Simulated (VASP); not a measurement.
**CsZn4Mo: single point with PBE**

The system is CsZn4Mo.

```xyz
6
Lattice="4.6248 0.0000 0.0000 -2.3124 4.0052 0.0000 0.0000 0.0000 8.6739" Properties=species:S:1:pos:R:3 pbc="T T T"
Cs    0.0000    2.6701    4.3369
Zn    0.0000    2.6701    1.2262
Zn    0.0000    2.6701    7.4477
Zn    0.0000    0.0000    6.9767
Zn    0.0000    0.0000    1.6972
Mo    0.0000    0.0000    4.3369
```

The cell was built from a structure type or drawn by symmetry, and may not be a known phase.

```yaml
Program: VASP 6.6.1
Task: single point
Functional: PBE
Potentials_or_basis: VASP PAW PBE potentials, release 64 (Cs_sv, Zn, Mo_sv)
Cutoff: 520 eV
k_mesh: 6 × 6 × 2
Occupations: gaussian, width 0.1 eV
Spin: collinear spin
Starting_moments: "[0.0, 0.0, 0.0, 0.0, 0.0, 1.0] μB"
Dipole_correction: no
Further_INCAR_settings: ALGO = Normal; EDIFF = 1e-07; NBANDS = 48
```

```json
{"Pressure": "1.3 GPa", "Largest force": "0.142 eV/Å", "Net moment": "1.84 μB per cell", "Site moments": "Cs +0.06; Zn -0.01, -0.02 (each value once); Mo +1.67 μB", "Valence electrons inside the program's atomic spheres": "Cs 6.71; Zn 10.70, 10.69 (each value once); Mo 12.56"}
```

Forces on the atoms (eV/Å):
```
Cs   0.000  0.000  0.000
Zn   0.000  0.000  0.040
Zn   0.000  0.000 -0.040
Zn   0.000  0.000  0.142
Zn   0.000  0.000 -0.142
Mo   0.000  0.000  0.000
```

Stress tensor (GPa, compression positive):
```
1.73 0.00 0.00
0.00 1.73 0.00
0.00 0.00 0.55
```

Levels at points of the mesh, in eV from the Fermi level:
Spin up:
```tsv
k point	band 33	band 34	band 35	band 36	band 37	band 38	band 39	band 40
(0.00, 0.00, 0.00)	-1.21	-1.06	0.47	0.47	1.86	2.12	2.12	2.43
(0.50, 0.00, 0.00)	-1.77	-1.53	-1.15	-1.13	-0.29	0.76	1.03	1.58
(0.00, 0.00, 0.50)	-1.06	-0.51	-0.33	0.49	0.49	2.37	2.37	2.63
(0.50, 0.00, 0.50)	-1.78	-1.62	-1.12	-0.76	0.57	0.74	1.21	1.61
```
Spin down:
| k point | band 30 | band 31 | band 32 | band 33 | band 34 | band 35 | band 36 | band 37 | band 38 | band 39 |
| --- | --- | --- | --- | --- | --- | --- | --- | --- | --- | --- |
| (0.00, 0.00, 0.00) | -4.07 | -2.35 | -0.25 | -0.25 | -0.23 | 1.51 | 1.51 | 1.90 | 2.25 | 2.25 |
| (0.50, 0.00, 0.00) | -3.70 | -3.08 | -1.72 | -1.12 | -0.76 | -0.71 | 0.02 | 0.59 | 0.73 | 1.25 |
| (0.00, 0.00, 0.50) | -5.27 | -0.50 | -0.32 | -0.32 | -0.28 | 0.08 | 1.62 | 1.62 | 2.46 | 2.46 |
| (0.50, 0.00, 0.50) | -3.76 | -3.62 | -2.27 | -0.91 | -0.90 | 0.06 | 0.09 | 0.83 | 1.07 | 1.45 |

It took 2.8 min on 1 thread of AMD EPYC 9R45 96-Core Processor (Zen 5), on a shared host, peak memory 0.42 GiB.

Caveat: the k points lie up to 0.36 Å⁻¹ apart; spin-orbit coupling is left out, which moves the levels of the heavy elements.
